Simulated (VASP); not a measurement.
Here is a VASP 6.6.1 calculation.

The input INCAR:

```
SYSTEM = SrTiO3
PREC     = Accurate       ! precision mode
ENCUT    = 520            ! plane-wave cutoff, eV
EDIFF    = 1E-6           ! SCF threshold, eV
ISMEAR   = 0              ! smearing method
SIGMA    = 0.01           ! smearing width, eV
LREAL    = .FALSE.        ! projectors in reciprocal space
LASPH    = .TRUE.         ! aspherical terms in the spheres
NELM     = 60             ! most SCF steps
ALGO     = Normal         ! electronic algorithm
ISIF     = 2              ! what is computed and relaxed
LWAVE    = .FALSE.        ! write WAVECAR
LCHARG   = .FALSE.        ! write CHGCAR
GGA      = PE             ! functional
NBANDS   = 28             ! bands
```

Contents of KPOINTS:

```
Automatic mesh
0
G
  6 6 6
  0 0 0
```

POSCAR

```
SrTiO3
1.0
    3.9754057835      0.0000000000      0.0000000000
    0.0000000000      3.9754057835      0.0000000000
    0.0000000000      0.0000000000      3.9754057835
Sr Ti O
1 1 3
Direct
    0.0000000000      0.0000000000      0.0000000000
    0.5000000000      0.5000000000      0.5000000000
    0.5000000000      0.5000000000      0.0000000000
    0.5000000000      0.0000000000      0.5000000000
    0.0000000000      0.5000000000      0.5000000000
```

Potentials or basis: VASP PAW PBE potentials, release 64 (Sr_sv, Ti_sv, O).

The run is started by

```sh
$ cat potpaw_PBE.64/Sr_sv/POTCAR potpaw_PBE.64/Ti_sv/POTCAR potpaw_PBE.64/O/POTCAR > POTCAR
$ mpirun -np 1 vasp_std > vasp.out
```

Q: Predict the band gap on the k mesh.

A: 1.75 eV (least direct gap 2.13 eV).

Q: Estimate the pressure.

A: -4.1 GPa.

Caveat: the cell stands under tension. A k mesh can miss the band edges.
